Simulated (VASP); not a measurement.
# Sr (Fmmm) in VASP: further runs

Runs on Sr. Level: PBEsol. Tasks: single point.

Program: VASP 6.6.1. These are calculated values, not measurements. Logs are shortened: lines on timing, memory, paths and dates and some standing lists are left out, and cuts for length are marked.

## (1) The cell of the first run

It takes space group Fmmm (No. 69, orthorhombic). Conventional cell: a = 5.780 Å, b = 6.085 Å, c = 6.389 Å, α = 90.00°, β = 90.00°, γ = 90.00°. Within 5.5 Å of Sr (site symmetry mmm) lie 12 Sr at 4.20 to 4.41 Å.

## (2) Single point, PBEsol (strain -0.0500 x Voigt [1, -1, 0, 0, 0, 0])

The input, INCAR:

```
PREC = Accurate ; ENCUT = 520
EDIFF = 1E-6 ; ISMEAR = 0
SIGMA = 0.03 ; LREAL = False
LASPH = True ; NELM = 60
ALGO = Normal ; ISIF = 2
LWAVE = False ; LCHARG = False
GGA = PS ; NBANDS = 11
```

The input, KPOINTS:

```
regular mesh
0
Gamma
  10 10 10
```

The input, POSCAR:

```
Sr
1.0
    0.0000000000      3.1944675000      3.0423500000
    2.8902325000      0.0000000000      3.0423500000
    2.8902325000      3.1944675000      0.0000000000
Sr
1
Direct
    0.0000000000      0.0000000000      0.0000000000
```

Potentials or basis: VASP PAW PBE potentials, release 64 (Sr_sv).

Launch:

```console
> cat potpaw_PBE.64/Sr_sv/POTCAR > POTCAR
> mpirun -np 1 vasp_std > vasp.out
```

OUTCAR:

```text
PREC = Accurate
   ENCUT = 520
   EDIFF = 1E-6
   ISMEAR = 0
   LREAL = False
   LASPH = True
   NELM = 60
   ISIF = 2
   GGA = PS

 ion  position               nearest neighbor table
   1  0.000  0.000  0.000-

  LATTYP: Found a face centered orthorhombic cell.
 ALAT       =     5.7804650000
 B/A-ratio  =     1.0526315789
 C/A-ratio  =     1.1052631579

  Lattice vectors:

 A1 = (   0.0000000000,   3.1944675000,  -3.0423500000)
 A2 = (   2.8902325000,   3.1944675000,   0.0000000000)
 A3 = (   2.8902325000,   0.0000000000,  -3.0423500000)

Analysis of symmetry for initial positions (statically):
=====================================================================
 Subroutine PRICEL returns:
 Original cell was already a primitive cell.

 Routine SETGRP: Setting up the symmetry group for a
 face centered orthorhombic supercell.

 Subroutine GETGRP returns: Found  8 space group operations
 (whereof  8 operations were pure point group operations)
 out of a pool of  8 trial point group operations.

The static configuration has the point symmetry D_2h.

Analysis of symmetry for dynamics (positions and initial velocities):
=====================================================================
 Subroutine PRICEL returns:
 Original cell was already a primitive cell.

 Routine SETGRP: Setting up the symmetry group for a
 face centered orthorhombic supercell.

 Subroutine GETGRP returns: Found  8 space group operations
 (whereof  8 operations were pure point group operations)
 out of a pool of  8 trial point group operations.

The dynamic configuration has the point symmetry D_2h.

 Subroutine INISYM returns: Found  8 space group operations
 (whereof  8 operations are pure point group operations),
 and found     1 'primitive' translations

----------------------------------------------------------------------------------------

                                     Primitive cell

  volume of cell :      56.1785

  direct lattice vectors                    reciprocal lattice vectors
     0.000000000  3.194467500  3.042350000    -0.172996463  0.156520609  0.164346640
     2.890232500  0.000000000  3.042350000     0.172996463 -0.156520609  0.164346640
     2.890232500  3.194467500  0.000000000     0.172996463  0.156520609 -0.164346640

  length of vectors
     4.411407500  4.196348106  4.307907440     0.285370453  0.285370453  0.285370453

  position of ions in fractional coordinates (direct lattice)
     0.000000000  0.000000000  0.000000000

[... 82 lines left out ...]
   ISYM   =      2    0-nonsym 1-usesym 2-fastsym
   POTIM  = 0.5000    time-step for ionic-motion
   TEBEG  =    0.0;   TEEND  =   0.0 temperature during run
   PSTRESS=    0.0 pullay stress
   NELECT =      10.0000    total number of electrons
   NUPDOWN=      -1.0000    fix difference up-down
   EMIN   =  10.00;   EMAX   =-10.00  energy-range for DOS
   EFERMI =   0.00;   METHOD = LEGACY
   ISMEAR =     0;   SIGMA  =   0.03  broadening in eV -4-tet -1-fermi 0-gaus
   EFERMI_NEDOS =   21; number of points for ismear=-14 and -15
   IALGO  =     38    algorithm
   IMIX   =      4    mixing-type and parameters
     AMIX     =   0.40;   BMIX     =  1.00
     AMIX_MAG =   1.60;   BMIX_MAG =  1.00
  volume/ion in A,a.u.               =      56.18       379.11
  Fermi-wavevector in a.u.,A,eV,Ry     =   0.920912  1.740271 11.538808  0.848078
  Thomas-Fermi vector in A             =   2.046270
   LORBIT       =      0    0 simple, 1 ext, 2 COOP (PROOUT), +10 PAW based schemes
   GGA     = PS    functional components
   LHFCALC =     F    Hartree Fock is set to
   AEXX    =    0.0000 exact exchange contribution
   IVDW    =     0    specifies the selected vdW correction
   LEPSILON=     F    determine dielectric tensor
   LRPA    =     F    only Hartree local field effects (RPA)
 non-spin polarized calculation
 Gauss-broadening in eV      SIGMA  =   0.03
  energy-cutoff  :      520.00
  volume of cell :       56.18
 maximum number of plane-waves:      1532
 NGX is ok and might be reduce to    36
   NGX = 17   NGY = 15   NGZ = 15

 number of electron      10.0000000 magnetization

 Free energy of the ion-electron system (eV)
  ---------------------------------------------------
  ext. energy  EPLUGINS =         0.00000000
  ---------------------------------------------------
  free energy    TOTEN  =        -1.82319145 eV

  energy without entropy =       -1.82223654  energy(sigma->0) =       -1.82271400

 E-fermi :   1.4522     XC(G=0):  -7.3653

 val. band max:        1.4460238177   @ k =  -0.4000   0.2000   0.1000
 cond. band min:       1.4690244689   @ k =  -0.2000   0.3000   0.5000
 fundamental gap:      0.0230006512
 Fermi energy:         1.4522303768

 k-point     1 :       0.0000    0.0000    0.0000
  band No.  band energies     occupation
      1     -35.1569      2.00000
      2     -17.0658      2.00000
      3     -17.0606      2.00000
      4     -17.0564      2.00000
      5      -2.1993      2.00000
      6       3.4976      0.00000
      7       3.7741      0.00000
      8       4.0126      0.00000
      9       4.7807      0.00000
     10       5.4828      0.00000
     11       8.5329      0.00000
[... 309 lines left out ...]
 k-point    24 :       0.4000    0.3000    0.0000
  band No.  band energies     occupation
      1     -35.1427      2.00000
      2     -17.2061      2.00000
      3     -17.1258      2.00000
      4     -17.1044      2.00000
      5       0.0492      2.00000
      6       2.0978      0.00000
      7       2.7411      0.00000
      8       4.8306      0.00000
      9       5.1998      0.00000
     10       5.9760      0.00000
     11       7.7354      0.00000

 [... further k-points ...]

------------------------ aborting loop because EDIFF is reached ----------------------------------------

  FORCE on cell =-STRESS in cart. coord.  units (eV):
  Direction    XX          YY          ZZ          XY          YZ          ZX
  --------------------------------------------------------------------------------------
  -------------------------------------------------------------------------------------
  Total       -0.2738884     -0.4081646     -0.2658447      0.0000000      0.0000000     -0.0000000
  in kB       -7.8111282    -11.6406028     -7.5817276      0.0000000      0.0000000     -0.0000000
  external PRESSURE =      -9.0111529 kB  Pullay stress =       0.0000000 kB

 VOLUME and BASIS-vectors are now :
 -----------------------------------------------------------------------------
  energy-cutoff  :      520.00
  volume of cell :       56.18
      direct lattice vectors                 reciprocal lattice vectors
     0.000000000  3.194467500  3.042350000    -0.172996463  0.156520609  0.164346640
     2.890232500  0.000000000  3.042350000     0.172996463 -0.156520609  0.164346640
     2.890232500  3.194467500  0.000000000     0.172996463  0.156520609 -0.164346640

 POSITION                                       TOTAL-FORCE (eV/Angst)
 -----------------------------------------------------------------------------------
      0.00000      0.00000      0.00000         0.000000      0.000000     -0.000000
 -----------------------------------------------------------------------------------
    total drift:                               -0.000000      0.000000      0.000000

  FREE ENERGIE OF THE ION-ELECTRON SYSTEM (eV)
  ---------------------------------------------------
  free  energy   TOTEN  =        -1.8231914527 eV

  energy  without entropy=       -1.8222365382  energy(sigma->0) =       -1.82271400
```

OSZICAR:

```text
N       E                     dE             d eps       ncg     rms          rms(c)
DAV:   1     0.354613942397E+02    0.35461E+02   -0.47253E+03  3770   0.780E+02
DAV:   2    -0.608092842042E-01   -0.35522E+02   -0.34904E+02  4414   0.150E+02
DAV:   3    -0.175208742847E+01   -0.16913E+01   -0.16664E+01  5598   0.238E+01
DAV:   4    -0.182347851570E+01   -0.71391E-01   -0.71254E-01  4937   0.463E+00
DAV:   5    -0.182545026133E+01   -0.19717E-02   -0.19716E-02  5392   0.574E-01    0.113E+01
DAV:   6    -0.182403316422E+01    0.14171E-02   -0.63115E-03  4606   0.898E-01    0.635E+00
DAV:   7    -0.182318602657E+01    0.84714E-03   -0.11301E-02  4766   0.116E+00    0.259E-01
DAV:   8    -0.182316612054E+01    0.19906E-04   -0.94304E-04  5716   0.184E-01    0.535E-02
DAV:   9    -0.182318540395E+01   -0.19283E-04   -0.27838E-05  4783   0.308E-02    0.232E-02
DAV:  10    -0.182319176460E+01   -0.63606E-05   -0.30057E-06  4654   0.156E-02    0.518E-03
DAV:  11    -0.182319145269E+01    0.31191E-06   -0.17805E-07  2493   0.360E-03
   1 F= -.18231915E+01 E0= -.18227140E+01  d E =-.954914E-03
```

Run time: 95 s. Hardware: 1 thread of AMD EPYC 7R13, shared host; peak memory 0.26 GiB.

What came out:

| Property | Result |
| --- | --- |
| Free energy | -1.8232 eV |
| Pressure | -0.9 GPa |
| Band gap on the k mesh | zero (bands 5 and 6 overlap by 0.07 eV) |

Stress tensor (GPa, compression positive):
```
-0.78  0.00  0.00
 0.00 -1.16  0.00
 0.00  0.00 -0.76
```

Caveat: the cell differs from its parent crystal (strain -0.0500 x Voigt [1, -1, 0, 0, 0, 0]); the PAW data sets were made with another functional, which shifts forces and pressure a little.

## (3) Single point, PBEsol (strain +0.0375 x Voigt [1, -1, 0, 0, 0, 0])

The input, INCAR:

```
SYSTEM = Sr
PREC = Accurate ; ENCUT = 520
EDIFF = 1E-6 ; ISMEAR = 0
SIGMA = 0.03 ; LREAL = .FALSE.
LASPH = .TRUE. ; NELM = 60
ALGO = Normal ; ISIF = 2
LWAVE = .FALSE. ; LCHARG = .FALSE.
GGA = PS ; NBANDS = 11
```

The input, KPOINTS:

```
regular mesh
0
G
  10 10 10
  0 0 0
```

The input, POSCAR:

```
Sr
1.0
    0.0000000000      2.9282618750      3.0423500000
    3.1564381250      0.0000000000      3.0423500000
    3.1564381250      2.9282618750      0.0000000000
Sr
1
Direct
    0.0000000000      0.0000000000      0.0000000000
```

Potentials or basis: VASP PAW PBE potentials, release 64 (Sr_sv).

Launch:

```console
> cat potpaw_PBE.64/Sr_sv/POTCAR > POTCAR
> mpirun -np 1 vasp_std > vasp.out
```

Run time: 1.7 min. Hardware: 1 thread of AMD EPYC 7R13, shared host; peak memory 0.26 GiB.

Results (log left out):

```yaml
Free_energy: -1.8242 eV
Pressure: -0.9 GPa
Band_gap_on_the_k_mesh: zero (bands 5 and 6 overlap by 0.06 eV)
```

Stress tensor (GPa, compression positive):
```
-1.05  0.00  0.00
 0.00 -0.80  0.00
 0.00  0.00 -0.83
```

Levels at points of the mesh, in eV from the Fermi level:
```tsv
k point	band 1	band 2	band 3	band 4	band 5	band 6	band 7	band 8	band 9	band 10
(0.00, 0.00, 0.00)	-36.61	-18.52	-18.52	-18.51	-3.65	2.10	2.30	2.48	3.43	3.96
(0.50, 0.00, 0.00)	-36.60	-18.70	-18.55	-18.53	-1.15	0.02	1.92	2.35	4.61	4.83
(0.50, 0.50, 0.00)	-36.60	-18.69	-18.60	-18.57	-0.65	0.35	0.97	4.59	4.79	5.09
(0.50, 0.00, 0.50)	-36.59	-18.69	-18.61	-18.59	-0.55	0.25	1.31	4.69	4.83	4.91
(0.00, 0.50, 0.50)	-36.60	-18.69	-18.58	-18.57	-0.76	0.41	0.68	4.73	4.92	5.11
```

Caveat: the cell differs from its parent crystal (strain +0.0375 x Voigt [1, -1, 0, 0, 0, 0]); the PAW data sets were made with another functional, which shifts forces and pressure a little.

The gap in the log of VASP goes by the Fermi energy; the results here count the filled bands.